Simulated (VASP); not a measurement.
Write the native input for VASP 6.6.1 that does the following.

* Task: single point
* Functional: PBE
* Potentials or basis: VASP PAW PBE potentials, release 64 (P)
* Cutoff: 520 eV
* k mesh: 24 × 24 × 24
* Occupations: gaussian, width 0.1 eV
* Spin: no spin polarisation
* Dipole correction: no
* Further INCAR settings: ALGO = Normal; EDIFF = 1e-07; NBANDS = 12

The structure of P lies in POSCAR:

```
P
1.0
    0.0000000000      2.3819417390      5.3879302507
    1.3007612223      0.0000000000      5.3879302507
    1.3007612223      2.3819417390      0.0000000000
P
2
Direct
    0.8964037982      0.8964037982      0.1035962018
    0.1035962018      0.1035962018      0.8964037982
```

One way to write it, as run:

INCAR

```
SYSTEM = P
PREC = Accurate ; ENCUT = 520
EDIFF = 1E-7 ; ISMEAR = 0
SIGMA = 0.1 ; LREAL = .False.
LASPH = .True. ; NELM = 100
ALGO = Normal ; ISIF = 2
LWAVE = .False. ; LCHARG = .False.
GGA = PE ; NBANDS = 12
```

KPOINTS

```
Automatic mesh
0
Gamma
  24 24 24
  0 0 0
```

Potentials or basis: VASP PAW PBE potentials, release 64 (P).

The run is started by

```bash
$ cat potpaw_PBE.64/P/POTCAR > POTCAR
$ mpirun -np 1 vasp_std > vasp.out
```

It gave:

```
Pressure               : -0.3 GPa
Largest force          : 0.050 eV/Å
Band gap on the k mesh : zero (band 5 reaches 12.98 eV, above the bottom of band 6 at 4.82 eV)
```

It took 7.1 min on 1 thread of Intel(R) Xeon(R) Platinum 8559C (Emerald Rapids), on a shared host, peak memory 0.68 GiB.
